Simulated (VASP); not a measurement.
Here is a VASP 6.6.1 calculation.

Contents of INCAR:

```
SYSTEM = MoN2
ALGO     = Fast           ! electronic algorithm
EDIFF    = 1E-6           ! SCF threshold, eV
ENCUT    = 520            ! plane-wave cutoff, eV
GGA      = PE             ! functional
ISIF     = 2              ! what is computed and relaxed
ISMEAR   = 0              ! smearing method
LASPH    = .True.         ! aspherical terms in the spheres
LCHARG   = .False.        ! write CHGCAR
LREAL    = .False.        ! projectors in reciprocal space
LWAVE    = .False.        ! write WAVECAR
NBANDS   = 33             ! bands
NELM     = 100            ! most SCF steps
PREC     = Accurate       ! precision mode
SIGMA    = 0.15           ! smearing width, eV
```

File KPOINTS:

```
k-points
0
Gamma
  12 12 18
  0 0 0
```

POSCAR

```
MoN2
1.0
    4.3330619473      0.0000000000      0.0000000000
    0.0000000000      4.3330619473      0.0000000000
    0.0000000000      0.0000000000      2.7518917152
Mo N
2 4
Direct
    0.5000000000      0.5000000000      0.0000000000
    0.0000000000      0.0000000000      0.0000000000
    0.8879039728      0.3879039728      0.6589815463
    0.1120960272      0.6120960272      0.6589815463
    0.3879039728      0.1120960272      0.6589815463
    0.6120960272      0.8879039728      0.6589815463
```

Potentials or basis: VASP PAW PBE potentials, release 64 (Mo_sv, N).

Run with:

```sh
$ cat potpaw_PBE.64/Mo_sv/POTCAR potpaw_PBE.64/N/POTCAR > POTCAR
$ mpirun -np 1 vasp_std > vasp.out
```

(1) What does it give for the band gap on the k mesh?

(2) Estimate the pressure.

(3) What does it give for the largest force?

## Answers

(1) zero (bands 24 and 25 overlap by 2.83 eV).

(2) 30.8 GPa.

(3) 4.015 eV/Å.

Caveat: the cell differs from its parent crystal (all N atoms moved +0.438 Å, as atom 3 along Cartesian [0 0 1]); the stress differs along the axes, from 26 to 33 GPa; forces of over 1 eV/Å act on the atoms, so gaps and moduli don't describe the material at rest.
